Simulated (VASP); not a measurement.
# Cd4O3 (P4/mmm) in VASP: relaxation of cell and atoms with PBE

Aim: the relaxation of cell and atoms of Cd4O3 with PBE.

All numbers are computed with VASP 6.6.1; they aren't measurements. Logs are shortened: lines on timing, memory, paths and dates and some standing lists are left out, and cuts for length are marked.

## (1) The cell of the first run

The structure is tetragonal, space group P4/mmm (No. 123). Conventional cell: a = 3.325 Å, b = 3.325 Å, c = 9.967 Å, α = 90.00°, β = 90.00°, γ = 90.00°. Cd (site symmetry 4mm) has 5 O at 2.35 to 2.40 Å within 3.1 Å. Within 3.1 Å of Cd (site symmetry 4/mmm) lie 6 O at 2.35 to 2.42 Å. Within 3.5 Å of Cd (site symmetry 4/mmm) lie 2 O at 2.56 Å and 12 Cd at 3.33 to 3.49 Å. Within 3.1 Å of O (site symmetry 4mm) lie 6 Cd at 2.35 to 2.56 Å. Within 3.1 Å of O (site symmetry 4/mmm) lie 6 Cd at 2.35 to 2.40 Å.

## (2) Relaxation of cell and atoms, PBE

File INCAR:

```
SYSTEM = Cd4O3
PREC     = Accurate       ! precision mode
ENCUT    = 600            ! plane-wave cutoff, eV
EDIFF    = 1E-7           ! SCF threshold, eV
ISMEAR   = 0              ! smearing method
SIGMA    = 0.1            ! smearing width, eV
LREAL    = .False.        ! projectors in reciprocal space
LASPH    = .True.         ! aspherical terms in the spheres
NELM     = 120            ! most SCF steps
ALGO     = Normal         ! electronic algorithm
ISIF     = 3              ! what is computed and relaxed
LWAVE    = .False.        ! write WAVECAR
LCHARG   = .False.        ! write CHGCAR
GGA      = PE             ! functional
IBRION   = 2              ! ionic algorithm
NSW      = 100            ! ionic steps
EDIFFG   = -0.01          ! ionic threshold
GGA_COMPAT= .False.      
NELMIN   = 4
```

File KPOINTS:

```
Automatic mesh
0
Gamma
  10 10 4
  0 0 0
```

File POSCAR:

```
Cd4O3
1.0
    3.3251411413      0.0000000000      0.0000000000
    0.0000000000      3.3251411413      0.0000000000
    0.0000000000      0.0000000000      9.9669901164
Cd O
4 3
Direct
    0.5000000000      0.5000000000      0.7587180167
    0.0000000000      0.0000000000      0.0000000000
    0.5000000000      0.5000000000      0.2412819833
    0.0000000000      0.0000000000      0.5000000000
    0.0000000000      0.0000000000      0.7570280861
    0.5000000000      0.5000000000      0.0000000000
    0.0000000000      0.0000000000      0.2429719139
```

Potentials or basis: VASP PAW PBE potentials, release 64 (Cd, O).

On the command line:

```sh
$ cat potpaw_PBE.64/Cd/POTCAR potpaw_PBE.64/O/POTCAR > POTCAR
$ mpirun -np 1 vasp_std > vasp.out
```

OUTCAR:

```text
SYSTEM = Cd4O3
   PREC = Accurate
   ENCUT = 600
   EDIFF = 1E-7
   ISMEAR = 0
   LREAL = .False.
   LASPH = .True.
   NELM = 120
   ISIF = 3
   GGA = PE
   IBRION = 2
   NSW = 100
   EDIFFG = -0.01
   NELMIN = 4

 ion  position               nearest neighbor table
   1  0.500  0.500  0.759-   5 2.35   5 2.35   5 2.35   5 2.35   6 2.40   2 3.36   2 3.36   2 3.36
                             2 3.36   4 3.49   4 3.49   4 3.49   4 3.49
   2  0.000  0.000  0.000-   6 2.35   6 2.35   6 2.35   6 2.35   7 2.42   5 2.42   3 3.36   3 3.36
                             1 3.36   3 3.36   1 3.36   1 3.36   3 3.36   1 3.36
   3  0.500  0.500  0.241-   7 2.35   7 2.35   7 2.35   7 2.35   6 2.40   2 3.36   2 3.36   2 3.36
                             2 3.36   4 3.49   4 3.49   4 3.49   4 3.49
   4  0.000  0.000  0.500-   5 2.56   7 2.56   1 3.49   3 3.49   1 3.49   3 3.49   1 3.49   3 3.49
                             1 3.49   3 3.49
   5  0.000  0.000  0.757-   1 2.35   1 2.35   1 2.35   1 2.35   2 2.42   4 2.56
   6  0.500  0.500  0.000-   2 2.35   2 2.35   2 2.35   2 2.35   3 2.40   1 2.40
   7  0.000  0.000  0.243-   3 2.35   3 2.35   3 2.35   3 2.35   2 2.42   4 2.56

  LATTYP: Found a simple tetragonal cell.
 ALAT       =     3.3251411413
 C/A-ratio  =     2.9974637746

  Lattice vectors:

 A1 = (   3.3251411413,   0.0000000000,   0.0000000000)
 A2 = (   0.0000000000,   3.3251411413,   0.0000000000)
 A3 = (   0.0000000000,   0.0000000000,   9.9669901164)

Analysis of symmetry for initial positions (statically):
=====================================================================
 Subroutine PRICEL returns:
 Original cell was already a primitive cell.

 Routine SETGRP: Setting up the symmetry group for a
 simple tetragonal supercell.

 Subroutine GETGRP returns: Found 16 space group operations
 (whereof 16 operations were pure point group operations)
 out of a pool of 16 trial point group operations.

The static configuration has the point symmetry D_4h.

Analysis of symmetry for dynamics (positions and initial velocities):
=====================================================================
 Subroutine PRICEL returns:
 Original cell was already a primitive cell.

 Routine SETGRP: Setting up the symmetry group for a
 simple tetragonal supercell.

 Subroutine GETGRP returns: Found 16 space group operations
 (whereof 16 operations were pure point group operations)
 out of a pool of 16 trial point group operations.

The dynamic configuration has the point symmetry D_4h.

 Subroutine INISYM returns: Found 16 space group operations
 (whereof 16 operations are pure point group operations),
 and found     1 'primitive' translations

----------------------------------------------------------------------------------------

                                     Primitive cell

  volume of cell :     110.2007

  direct lattice vectors                    reciprocal lattice vectors
     3.325141141  0.000000000  0.000000000     0.300739114  0.000000000  0.000000000
     0.000000000  3.325141141  0.000000000     0.000000000  0.300739114  0.000000000
     0.000000000  0.000000000  9.966990116     0.000000000  0.000000000  0.100331192

  length of vectors
     3.325141141  3.325141141  9.966990116     0.300739114  0.300739114  0.100331192

  position of ions in fractional coordinates (direct lattice)
     0.500000000  0.500000000  0.758718017
     0.000000000  0.000000000  0.000000000
     0.500000000  0.500000000  0.241281983
     0.000000000  0.000000000  0.500000000
     0.000000000  0.000000000  0.757028086
     0.500000000  0.500000000  0.000000000
     0.000000000  0.000000000  0.242971914

  ion indices of the primitive-cell ions
   primitive index   ion index
                 1           1
                 2           2
                 3           3
                 4           4
                 5           5
                 6           6
                 7           7

----------------------------------------------------------------------------------------

 KPOINTS: Automatic mesh

Automatic generation of k-mesh.
 Grid dimensions read from file:
 generate k-points for:   10   10    4

 Generating k-lattice:

  Cartesian coordinates                     Fractional coordinates (reciprocal lattice)
     0.030073911  0.000000000  0.000000000     0.100000000  0.000000000  0.000000000
     0.000000000  0.030073911  0.000000000     0.000000000  0.100000000  0.000000000
     0.000000000  0.000000000  0.025082798     0.000000000  0.000000000  0.250000000

  Length of vectors
     0.030073911  0.030073911  0.025082798

  Shift w.r.t. Gamma in fractional coordinates (k-lattice)
     0.000000000  0.000000000  0.000000000

 Subroutine IBZKPT returns following result:
 ===========================================

 Found     63 irreducible k-points:

 Following reciprocal coordinates:
            Coordinates               Weight
  0.000000  0.000000  0.000000      1.000000
  0.100000  0.000000  0.000000      4.000000
  0.200000  0.000000  0.000000      4.000000
  0.300000  0.000000  0.000000      4.000000
  0.400000  0.000000  0.000000      4.000000
  0.500000  0.000000  0.000000      2.000000
[... 16 lines left out ...]
  0.100000  0.000000  0.250000      8.000000
  0.200000  0.000000  0.250000      8.000000
 [... further k-points ...]
   k-points           NKPTS =     63   k-points in BZ     NKDIM =     63   number of bands    NBANDS=     39
   number of dos      NEDOS =    301   number of ions     NIONS =      7
   total plane-waves  NPLWV =  62720
   dimension x,y,z NGX =    28 NGY =   28 NGZ =   80
   dimension x,y,z NGXF=    56 NGYF=   56 NGZF=  160
   ions per type =               4   3
   NGX,Y,Z   is equivalent  to a cutoff of  14.00, 14.00, 13.34 a.u.
   NGXF,Y,Z  is equivalent  to a cutoff of  28.00, 28.00, 26.69 a.u.
 SYSTEM =  Cd4O3
   PREC   = accura    normal or accurate (medium, high low for compatibility)
   ISTART =      0    job   : 0-new  1-cont  2-samecut
   ICHARG =      2    charge: 1-file 2-atom 10-const
   ISPIN  =      1    spin polarized calculation?
   LNONCOLLINEAR =      F non collinear calculations
   LSORBIT =      F    spin-orbit coupling
   LASPH  =      T    aspherical Exc in radial PAW
   ENCUT  =  600.0 eV  44.10 Ry    6.64 a.u.   6.64  6.64 19.91*2*pi/ulx,y,z
   NELM   =    120;   NELMIN=  4; NELMDL= -5     # of ELM steps
   EDIFF  = 0.1E-06   stopping-criterion for ELM
   LREAL  =      F    real-space projection
   EDIFFG = -.1E-01   stopping-criterion for IOM
   NSW    =    100    number of steps for IOM
   IBRION =      2    ionic relax: 0-MD 1-quasi-New 2-CG
   NFREE  =      1    steps in history (QN), initial steepest desc. (CG)
   ISIF   =      3    stress and relaxation
   ISYM   =      2    0-nonsym 1-usesym 2-fastsym
   POTIM  = 0.5000    time-step for ionic-motion
   TEBEG  =    0.0;   TEEND  =   0.0 temperature during run
   PSTRESS=    0.0 pullay stress
   NELECT =      66.0000    total number of electrons
   NUPDOWN=      -1.0000    fix difference up-down
   EMIN   =  10.00;   EMAX   =-10.00  energy-range for DOS
   EFERMI =   0.00;   METHOD = LEGACY
   ISMEAR =     0;   SIGMA  =   0.10  broadening in eV -4-tet -1-fermi 0-gaus
   EFERMI_NEDOS =   21; number of points for ismear=-14 and -15
   IALGO  =     38    algorithm
   IMIX   =      4    mixing-type and parameters
     AMIX     =   0.40;   BMIX     =  1.00
     AMIX_MAG =   1.60;   BMIX_MAG =  1.00
  volume/ion in A,a.u.               =      15.74       106.24
  Fermi-wavevector in a.u.,A,eV,Ry     =   1.379944  2.607716 25.908826  1.904245
  Thomas-Fermi vector in A             =   2.504867
   LORBIT       =      0    0 simple, 1 ext, 2 COOP (PROOUT), +10 PAW based schemes
   GGA     = PE    functional components
   LHFCALC =     F    Hartree Fock is set to
   AEXX    =    0.0000 exact exchange contribution
   IVDW    =     0    specifies the selected vdW correction
   LEPSILON=     F    determine dielectric tensor
   LRPA    =     F    only Hartree local field effects (RPA)
 conjugate gradient relaxation of ions
 non-spin polarized calculation
 Gauss-broadening in eV      SIGMA  =   0.10
  energy-cutoff  :      600.00
  volume of cell :      110.20
 maximum number of plane-waves:      3728
 NGX is ok and might be reduce to    28
   NGX = 13   NGY = 13   NGZ = 39

--------------------------------------- Ionic step        1  -------------------------------------------

 number of electron      66.0000008 magnetization

 Free energy of the ion-electron system (eV)
  ---------------------------------------------------
  ext. energy  EPLUGINS =         0.00000000
  ---------------------------------------------------
  free energy    TOTEN  =       -23.25012367 eV

  energy without entropy =      -23.24517409  energy(sigma->0) =      -23.24764888

------------------------ aborting loop because EDIFF is reached ----------------------------------------

  FORCE on cell =-STRESS in cart. coord.  units (eV):
  Direction    XX          YY          ZZ          XY          YZ          ZX
  --------------------------------------------------------------------------------------
  -------------------------------------------------------------------------------------
  Total        0.1613780      0.1613780      0.8213258      0.0000000      0.0000000      0.0000000
  in kB        2.3462300      2.3462300     11.9410318      0.0000000      0.0000000      0.0000000
  external PRESSURE =       5.5444973 kB  Pullay stress =       0.0000000 kB
[... 104 lines left out ...]
  FREE ENERGIE OF THE ION-ELECTRON SYSTEM (eV)
  ---------------------------------------------------
  free  energy   TOTEN  =       -23.2551979230 eV

  energy  without entropy=      -23.2499583889  energy(sigma->0) =      -23.25257816

[... ionic steps 4 to 15 ...]

--------------------------------------- Ionic step       16  -------------------------------------------

 number of electron      66.0000016 magnetization

------------------------ aborting loop because EDIFF is reached ----------------------------------------
[... 77 lines left out ...]
--------------------------------------- Ionic step       18  -------------------------------------------

 number of electron      66.0000022 magnetization

 Free energy of the ion-electron system (eV)
  ---------------------------------------------------
  ext. energy  EPLUGINS =         0.00000000
  ---------------------------------------------------
  free energy    TOTEN  =       -23.25847362 eV

  energy without entropy =      -23.25343762  energy(sigma->0) =      -23.25595562

 E-fermi :   2.3880     XC(G=0): -10.8999

 val. band max:        2.3871631876   @ k =   0.5000   0.2000   0.2500
 cond. band min:       2.4008873317   @ k =   0.5000   0.2000   0.2500
 fundamental gap:      0.0137241441
 Fermi energy:         2.3879645717

 k-point     1 :       0.0000    0.0000    0.0000
  band No.  band energies     occupation
      1     -15.8313      2.00000
      2     -15.6326      2.00000
      3     -15.4023      2.00000
      4      -6.4157      2.00000
      5      -6.1376      2.00000
      6      -5.9858      2.00000
[... 997 lines left out ...]
     38       7.5467      0.00000
     39       9.6342      0.00000

 [... further k-points ...]
[... 5 lines left out ...]
  --------------------------------------------------------------------------------------
  -------------------------------------------------------------------------------------
  Total       -0.0602846     -0.0602846     -0.0115328      0.0000000     -0.0000000      0.0000000
  in kB       -0.8662060     -0.8662060     -0.1657101      0.0000000     -0.0000000      0.0000000
  external PRESSURE =      -0.6327074 kB  Pullay stress =       0.0000000 kB
[... 22 lines left out ...]
  FREE ENERGIE OF THE ION-ELECTRON SYSTEM (eV)
  ---------------------------------------------------
  free  energy   TOTEN  =       -23.2584736157 eV

  energy  without entropy=      -23.2534376206  energy(sigma->0) =      -23.25595562

 reached required accuracy - stopping structural energy minimisation
```

It took 82 min on 1 thread of Intel Xeon 8259CL, shared host; peak memory 0.43 GiB.

Results:

```yaml
Free_energy: -23.2585 eV
Relaxed_volume: 15.93 Å³/atom
Relaxed_cell: a = 3.315 Å, b = 3.315 Å, c = 10.149 Å, α = 90.00°, β = 90.00°, γ = 90.00°
Space_group_after_relaxing_to_0.1_Å: P4/mmm (No. 123)
Energy_gained_by_relaxing: 1.2 meV/atom
Ionic_steps: 18
Pressure_after_relaxing: -0.1 GPa
Largest_force_after_relaxing: 0.008 eV/Å
Band_gap_on_the_k_mesh: zero (bands 33 and 34 overlap by 3.52 eV)
```

Forces on the atoms (eV/Å):
```
Cd   0.000  0.000 -0.008
Cd   0.000  0.000  0.000
Cd   0.000  0.000  0.008
Cd   0.000  0.000  0.000
O    0.000  0.000  0.000
O    0.000  0.000  0.000
O    0.000  0.000  0.000
```

Step by step:
```tsv
step	energy change (eV)	largest force (eV/Å)	pressure (GPa)	volume (Å³)
1	0.0000	0.1544	0.55	110.20
2	-0.0048	0.0624	-0.23	111.07
3	-0.0051	0.0553	-0.45	111.32
4	-0.0075	0.0274	-0.11	110.97
5	-0.0077	0.0186	0.05	110.82
6	-0.0077	0.0176	0.04	110.83
7	-0.0078	0.0205	0.01	110.89
8	-0.0079	0.0289	-0.08	111.07
9	-0.0078	0.0460	-0.26	111.44
10	-0.0080	0.0339	-0.14	111.18
11	-0.0080	0.0331	-0.12	111.18
12	-0.0081	0.0308	-0.08	111.18
13	-0.0082	0.0263	-0.01	111.17
14	-0.0082	0.0195	0.15	111.16
15	-0.0082	0.0230	0.05	111.17
16	-0.0083	0.0200	0.04	111.20
17	-0.0084	0.0109	0.00	111.30
18	-0.0083	0.0076	-0.06	111.51
```

Final structure:
```yaml
crystal:
  lattice:
    - [3.31459, 0.00000, 0.00000]
    - [0.00000, 3.31459, 0.00000]
    - [0.00000, 0.00000, 10.14932]
  atoms:
    - { symbol: Cd, position: [0.50000, 0.50000, 0.75928] }
    - { symbol: Cd, position: [0.00000, 0.00000, 0.00000] }
    - { symbol: Cd, position: [0.50000, 0.50000, 0.24072] }
    - { symbol: Cd, position: [0.00000, 0.00000, 0.50000] }
    - { symbol: O, position: [0.00000, 0.00000, 0.75986] }
    - { symbol: O, position: [0.50000, 0.50000, 0.00000] }
    - { symbol: O, position: [0.00000, 0.00000, 0.24014] }
```
